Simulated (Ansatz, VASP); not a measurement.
SnSe: VASP beside Ansatz

```
CELL_PARAMETERS angstrom
11.90111 0.00000 0.00000
0.00000 4.20487 0.00000
0.00000 0.00000 4.79198
ATOMIC_POSITIONS crystal
Sn 0.12380 0.25000 0.12956
Sn 0.37620 0.75000 0.62956
Sn 0.62380 0.25000 0.37044
Sn 0.87620 0.75000 0.87044
Se 0.35008 0.25000 0.00594
Se 0.14992 0.75000 0.50594
Se 0.85008 0.25000 0.49406
Se 0.64992 0.75000 0.99406
```

Alike in both runs: functional r2SCAN; k mesh 4 × 8 × 6; occupations fermi-dirac, width 0.02 eV; no spin polarisation.

Ansatz relaxed the structure, and its values are those at the end. VASP's run is a single point on that final structure, the one shown.

```csv
,VASP,Ansatz
version,VASP 6.6.1,Ansatz 0.2.0
potentials or method,"VASP PAW PBE potentials, release 64 (Sn_d, Se), cutoff 550 eV",PAW plane waves
valence electrons in the cell,80,120
```

```csv
,VASP,Ansatz,Ansatz less VASP
gap on the k mesh at the Fermi level (eV),1.28,1.28,+0.003
pressure (GPa),-1.2,-1.2,-0.02
rms of the force components (eV/Å),0.011,0.004,-0.0077
```

VASP's potentials were made for PBE, not for r2SCAN. VASP's potentials hold 80 valence electrons a cell and Ansatz's 120, so a difference there can come from the potentials and not from the codes. Ansatz's warnings: stress scf threshold loose.
